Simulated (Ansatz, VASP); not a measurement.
**One calculation of Zr4B, two programs**

```
Zr B
1.0
     3.36431    0.00000    0.00000
    -1.68215    2.91358    0.00000
     0.00000    0.00000   10.53522
Zr B
4 1
Direct
  0.33333 0.66667 0.87294
  0.33333 0.66667 0.38567
  0.66667 0.33333 0.12706
  0.66667 0.33333 0.61433
  0.00000 0.00000 0.00000
```

Change from the starting cell: species swapped into the Co4H type (P-3m1, No. 164).

Alike in both runs: task relaxation of cell and atoms; functional PBE; k mesh 12 × 12 × 4; occupations gaussian, width 0.1 eV; no spin polarisation.

|  | VASP | Ansatz |
| --- | --- | --- |
| version | VASP 6.6.1 | Ansatz 0.2.0 |
| potentials or method | VASP PAW PBE potentials, release 64 (Zr_sv, B), cutoff 600 eV | scalar-relativistic, plane waves, PAW |
| valence electrons in the cell | 51 | 51 |

|  | VASP | Ansatz | Ansatz less VASP |
| --- | --- | --- | --- |
| gap on the k mesh at the Fermi level, each at its own relaxed structure (eV) | none | none | - |
| relaxed volume (Å³/atom) | 20.63 | 20.61 | -0.013 |
| relaxed cell length with the largest relative difference (Å) | 3.368 | 3.367 | -0.0009 |

A gap of «none» marks a metal or a gap that the smearing closes.
